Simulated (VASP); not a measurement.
# BaTiO3 (Pm-3m) in VASP: notebook, part 3 of 3

VASP 6.6.1. Earlier steps stand in the parts before.

### 5 Single point, r2SCAN

This run uses another cell than the first one, of 13.26 Å³/atom, 1.061 times its volume.

POSCAR reads:

```
BaTiO3
1.0
    4.0469880300      0.0000000000      0.0000000000
    0.0000000000      4.0469880300      0.0000000000
    0.0000000000      0.0000000000      4.0469880300
Ba Ti O
1 1 3
Direct
    0.5000000000      0.5000000000      0.5000000000
    0.0000000000      0.0000000000      0.0000000000
    0.5000000000      0.0000000000      0.0000000000
    0.0000000000      0.5000000000      0.0000000000
    0.0000000000      0.0000000000      0.5000000000
```

INCAR.step1 reads:

```
SYSTEM = BaTiO3
PREC = Accurate
ENCUT = 520
ISMEAR = -1
SIGMA = 0.02
LREAL = .False.
LASPH = .True.
NELM = 100
NBANDS = 28
GGA = PE
ALGO = Normal
EDIFF = 1E-4
LWAVE = .True.
LCHARG = .False.
```

INCAR.step2 reads:

```
SYSTEM = BaTiO3
PREC = Accurate
ENCUT = 520
EDIFF = 1E-7
ISMEAR = -1
SIGMA = 0.02
LREAL = .False.
LASPH = .True.
NELM = 100
ALGO = Normal
ISIF = 2
LWAVE = .False.
LCHARG = .False.
METAGGA = R2SCAN
LMIXTAU = .True.
NBANDS = 28
ISTART = 1
```

KPOINTS reads:

```
regular mesh
0
Gamma
  8 8 8
  0 0 0
```

Potentials or basis: VASP PAW PBE potentials, release 64 (Ba_sv, Ti_sv, O).

Run with:

```
cat potpaw_PBE.64/Ba_sv/POTCAR potpaw_PBE.64/Ti_sv/POTCAR potpaw_PBE.64/O/POTCAR > POTCAR
cp INCAR.step1 INCAR
mpirun -np 1 vasp_std > vasp.out
cp INCAR.step2 INCAR
mpirun -np 1 vasp_std > vasp.out
```

OUTCAR:

```text
SYSTEM = BaTiO3
   PREC = Accurate
   ENCUT = 520
   EDIFF = 1E-7
   ISMEAR = -1
   LREAL = .False.
   LASPH = .True.
   NELM = 100
   ISIF = 2
   METAGGA = R2SCAN
   ISTART = 1

 ion  position               nearest neighbor table
   1  0.500  0.500  0.500-   3 2.86   4 2.86   5 2.86   3 2.86   4 2.86   3 2.86   5 2.86   3 2.86
                             4 2.86   5 2.86   4 2.86   5 2.86   2 3.50   2 3.50   2 3.50   2 3.50
   2  0.000  0.000  0.000-   3 2.02   4 2.02   5 2.02   5 2.02   4 2.02   3 2.02   1 3.50   1 3.50
                             1 3.50   1 3.50   1 3.50   1 3.50   1 3.50   1 3.50
   3  0.500  0.000  0.000-   2 2.02   2 2.02   1 2.86   1 2.86   1 2.86   1 2.86
   4  0.000  0.500  0.000-   2 2.02   2 2.02   1 2.86   1 2.86   1 2.86   1 2.86
   5  0.000  0.000  0.500-   2 2.02   2 2.02   1 2.86   1 2.86   1 2.86   1 2.86

  LATTYP: Found a simple cubic cell.
 ALAT       =     4.0469880300

  Lattice vectors:

 A1 = (   4.0469880300,   0.0000000000,   0.0000000000)
 A2 = (   0.0000000000,   4.0469880300,   0.0000000000)
 A3 = (   0.0000000000,   0.0000000000,   4.0469880300)

Analysis of symmetry for initial positions (statically):
=====================================================================
 Subroutine PRICEL returns:
 Original cell was already a primitive cell.

 Routine SETGRP: Setting up the symmetry group for a
 simple cubic supercell.

 Subroutine GETGRP returns: Found 48 space group operations
[... 9 lines left out ...]

 Routine SETGRP: Setting up the symmetry group for a
 simple cubic supercell.

 Subroutine GETGRP returns: Found 48 space group operations
[... 11 lines left out ...]
                                     Primitive cell

  volume of cell :      66.2820

  direct lattice vectors                    reciprocal lattice vectors
     4.046988030  0.000000000  0.000000000     0.247097346  0.000000000  0.000000000
     0.000000000  4.046988030  0.000000000     0.000000000  0.247097346  0.000000000
[... 108 lines left out ...]
   IALGO  =     38    algorithm
   IMIX   =      4    mixing-type and parameters
     AMIX     =   0.40;   BMIX     =  1.00
     AMIX_MAG =   1.60;   BMIX_MAG =  1.00
  volume/ion in A,a.u.               =      13.26        89.46
  Fermi-wavevector in a.u.,A,eV,Ry     =   1.383448  2.614338 26.040585  1.913929
  Thomas-Fermi vector in A             =   2.508045
   LORBIT       =      0    0 simple, 1 ext, 2 COOP (PROOUT), +10 PAW based schemes
   METAGGA = R2SCAN    functional components
   LHFCALC =     F    Hartree Fock is set to
   AEXX    =    0.0000 exact exchange contribution
   IVDW    =     0    specifies the selected vdW correction
   LEPSILON=     F    determine dielectric tensor
   LRPA    =     F    only Hartree local field effects (RPA)
 non-spin polarized calculation
  energy-cutoff  :      520.00
  volume of cell :       66.28
 maximum number of plane-waves:      1806
   NGX = 15   NGY = 15   NGZ = 15

 number of electron      39.9999979 magnetization

 Free energy of the ion-electron system (eV)
  ---------------------------------------------------
  ext. energy  EPLUGINS =         0.00000000
  ---------------------------------------------------
  free energy    TOTEN  =       -74.20901433 eV

  energy without entropy =      -74.20901433  energy(sigma->0) =      -74.20901433

 E-fermi :   3.8693     XC(G=0): -11.7317

 val. band max:        3.2798382668   @ k =   0.5000   0.5000   0.5000
 cond. band min:       5.3349725863   @ k =   0.0000   0.0000   0.0000
 fundamental gap:      2.0551343194
 Fermi energy:         3.8692964360

 k-point     1 :       0.0000    0.0000    0.0000
  band No.  band energies     occupation
      1     -55.7559      2.00000
      2     -30.8950      2.00000
      3     -30.8950      2.00000
      4     -30.8950      2.00000
      5     -22.2723      2.00000
      6     -14.5068      2.00000
[... 733 lines left out ...]
     27      11.9095      0.00000
     28      12.7638      0.00000

 [... further k-points ...]

------------------------ aborting loop because EDIFF is reached ----------------------------------------

  FORCE on cell =-STRESS in cart. coord.  units (eV):
  Direction    XX          YY          ZZ          XY          YZ          ZX
  --------------------------------------------------------------------------------------
  -------------------------------------------------------------------------------------
  Total       -1.9932025     -1.9932025     -1.9932025     -0.0000000     -0.0000000      0.0000000
  in kB      -48.1799401    -48.1799401    -48.1799401     -0.0000000     -0.0000000      0.0000000
  external PRESSURE =     -48.1799401 kB  Pullay stress =       0.0000000 kB

 VOLUME and BASIS-vectors are now :
 -----------------------------------------------------------------------------
  energy-cutoff  :      520.00
  volume of cell :       66.28
      direct lattice vectors                 reciprocal lattice vectors
     4.046988030  0.000000000  0.000000000     0.247097346  0.000000000  0.000000000
     0.000000000  4.046988030  0.000000000     0.000000000  0.247097346  0.000000000
     0.000000000  0.000000000  4.046988030     0.000000000  0.000000000  0.247097346

 POSITION                                       TOTAL-FORCE (eV/Angst)
 -----------------------------------------------------------------------------------
      2.02349      2.02349      2.02349         0.000000      0.000000      0.000000
      0.00000      0.00000      0.00000         0.000000      0.000000      0.000000
      2.02349      0.00000      0.00000         0.000000      0.000000      0.000000
      0.00000      2.02349      0.00000         0.000000      0.000000      0.000000
      0.00000      0.00000      2.02349         0.000000      0.000000      0.000000
 -----------------------------------------------------------------------------------
    total drift:                                0.000000     -0.000000      0.000000

  FREE ENERGIE OF THE ION-ELECTRON SYSTEM (eV)
  ---------------------------------------------------
  free  energy   TOTEN  =       -74.2090143252 eV

  energy  without entropy=      -74.2090143252  energy(sigma->0) =      -74.20901433
```

OUTCAR.step1:

```text
SYSTEM = BaTiO3
   PREC = Accurate
   ENCUT = 520
   ISMEAR = -1
   LREAL = .False.
   LASPH = .True.
[... 977 lines left out ...]
      2.02349      0.00000      0.00000         0.000000      0.000000      0.000000
      0.00000      2.02349      0.00000         0.000000      0.000000      0.000000
      0.00000      0.00000      2.02349         0.000000      0.000000      0.000000
 -----------------------------------------------------------------------------------
    total drift:                                0.000000     -0.000000      0.000000

  FREE ENERGIE OF THE ION-ELECTRON SYSTEM (eV)
  ---------------------------------------------------
  free  energy   TOTEN  =       -39.9832311491 eV

  energy  without entropy=      -39.9832311491  energy(sigma->0) =      -39.98323115
```

OSZICAR.step1:

```text
N       E                     dE             d eps       ncg     rms          rms(c)
DAV:   1     0.426478851038E+03    0.42648E+03   -0.20312E+04  1960   0.151E+03
DAV:   2    -0.713465943594E+01   -0.43361E+03   -0.41293E+03  2248   0.413E+02
DAV:   3    -0.489015008974E+02   -0.41767E+02   -0.41323E+02  2264   0.132E+02
DAV:   4    -0.511005113512E+02   -0.21990E+01   -0.21934E+01  3072   0.270E+01
DAV:   5    -0.511411981300E+02   -0.40687E-01   -0.40669E-01  2440   0.354E+00    0.222E+01
DAV:   6    -0.402625061554E+02    0.10879E+02   -0.58967E+01  2760   0.645E+01    0.992E+00
DAV:   7    -0.401796793751E+02    0.82827E-01   -0.10658E+01  2612   0.233E+01    0.633E+00
DAV:   8    -0.399932541118E+02    0.18643E+00   -0.60896E-01  2364   0.654E+00    0.355E+00
DAV:   9    -0.400223309158E+02   -0.29077E-01   -0.46890E-01  2760   0.593E+00    0.181E+00
DAV:  10    -0.399888349307E+02    0.33496E-01   -0.21242E-01  2304   0.446E+00    0.604E-01
DAV:  11    -0.399834481346E+02    0.53868E-02   -0.26919E-02  2348   0.100E+00    0.223E-01
DAV:  12    -0.399835793658E+02   -0.13123E-03   -0.43309E-03  2436   0.612E-01    0.148E-01
DAV:  13    -0.399832455680E+02    0.33380E-03   -0.90657E-04  2280   0.297E-01    0.443E-02
DAV:  14    -0.399832311491E+02    0.14419E-04   -0.53282E-05  1528   0.620E-02
   1 F= -.39983231E+02 E0= -.39983231E+02  d E =-.295379E-13
```

Run time: 3 min. Hardware: 1 thread of Intel Xeon 6975P-C (Granite Rapids), shared host; peak memory 0.21 GiB.

What came out:

- Free energy: -74.2090 eV
- Pressure: -4.8 GPa
- Band gap on the k mesh: 2.06 eV, indirect (least direct gap 2.24 eV)

Caveat: the PAW data sets were made with another functional, which shifts forces and pressure a little; spin-orbit coupling is left out, which moves the levels of the heavy elements. r2SCAN opens gaps a little over a GGA but as a rule still falls short of measured ones.

### 6 Overview

| cell | gap on the mesh (eV) | pressure (GPa) |
| --- | --- | --- |
| a = 3.968 Å, 5 atoms | 2.20 | 5.9 |
| a = 3.994 Å, 5 atoms | 2.15 | 2.0 |
| a = 4.021 Å, 5 atoms | 2.10 | -1.6 |
| a = 4.047 Å, 5 atoms | 2.06 | -4.8 |

Alike in all rows: task single point; level r2SCAN; potentials or basis VASP PAW PBE potentials, release 64 (Ba_sv, Ti_sv, O); no spin polarisation; k mesh 8 × 8 × 8; cutoff (eV) 520; smearing fermi-dirac 0.02 eV.

Caveats: the PAW data sets were made with another functional, which shifts forces and pressure a little; spin-orbit coupling is left out, which moves the levels of the heavy elements.

Total energies depend on the potentials used, so only differences within one code and one set of settings carry meaning.
